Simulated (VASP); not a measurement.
Wanted: the native input for a VASP 6.6.1 run.

```yaml
Task: relaxation of cell and atoms
Functional: LDA
Potentials_or_basis: VASP PAW LDA potentials, release 64 (Li_sv)
Cutoff: 600 eV
k_mesh: 10 × 10 × 10
Occupations: fermi-dirac, width 0.05 eV
Spin: no spin polarisation
Dipole_correction: no
Further_INCAR_settings: ALGO = Normal; EDIFF = 1e-06; IBRION = 2; EDIFFG = -0.01; NSW = 80; ISIF = 3
```

The structure of Li lies in POSCAR:

```
Li
1.0
    3.0391430000      0.0000000000      0.0000000000
   -1.0130476349      2.8653315103      0.0000000000
   -1.0130476349     -1.4326656878      2.4814499170
Li
1
Direct
    0.0000000000      0.0000000000      0.0000000000
```

One way to write it, as run:

INCAR

```
SYSTEM = Li
  PREC = Accurate
  ENCUT = 600
  EDIFF = 1E-6
  ISMEAR = -1
  SIGMA = 0.05
  LREAL = .False.
  LASPH = .True.
  NELM = 100
  ALGO = Normal
  ISIF = 3
  LWAVE = .False.
  LCHARG = .False.
  GGA = CA
  IBRION = 2
  NSW = 80
  EDIFFG = -0.01
```

KPOINTS

```
Automatic mesh
0
Gamma
  10 10 10
  0 0 0
```

Potentials or basis: VASP PAW LDA potentials, release 64 (Li_sv).

Command:

```console
$ cat potpaw_LDA.64/Li_sv/POTCAR > POTCAR
$ mpirun -np 1 vasp_std > vasp.out
```

It gave:

```yaml
Relaxed_volume: 18.76 Å³/atom
Relaxed_cell: a = 2.899 Å, b = 2.899 Å, c = 2.899 Å, α = 109.47°, β = 109.47°, γ = 109.47°
Space_group_after_relaxing_to_0.1_Å: Im-3m (No. 229)
Energy_gained_by_relaxing: 16.2 meV/atom
Ionic_steps: 4
Pressure_after_relaxing: 0.0 GPa
Band_gap_on_the_k_mesh: zero (an odd number of electrons rules out a gap without spin polarisation)
```

Caveat: the cutoff is under 1.25 times the usual one of these potentials, so pressure, stress and relaxed cells hold a basis-set (Pulay) error.

Wall time 6 s on 1 thread of Intel(R) Xeon(R) Platinum 8259CL CPU @ 2.50GHz (Skylake/Cascade Lake), with other jobs on the host, peak memory 0.11 GiB.
